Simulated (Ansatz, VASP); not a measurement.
Two plane-wave programs on Nb

```xyz
4
Lattice="2.8002 0.0000 0.0000 -1.4001 2.4250 0.0000 0.0000 0.0000 10.2555" Properties=species:S:1:pos:R:3 pbc="T T T"
Nb    2.8002    0.0000    0.0000
Nb    0.0000    0.0000    5.1277
Nb    0.0000    1.6167    2.5639
Nb    1.4001    0.8083    7.6916
```

Alike in both runs: task single point; functional revPBE; k mesh 14 × 14 × 4; occupations fermi-dirac, width 0.1 eV; no spin polarisation.

|  | VASP | Ansatz |
| --- | --- | --- |
| version | VASP 6.6.1 | Ansatz 0.2.0 |
| potentials or method | VASP PAW PBE potentials, release 64 (Nb_sv), cutoff 520 eV | plane waves (420 eV) with PAW, scalar-relativistic |
| valence electrons in the cell | 52 | 52 |

|  | VASP | Ansatz | Ansatz less VASP |
| --- | --- | --- | --- |
| pressure (GPa) | 14.9 | 15.2 | +0.37 |
| traceless stress, the component that is largest in VASP (GPa) | -0.87 | -0.85 | +0.027 |

VASP's potentials were made for PBE, not for revPBE.
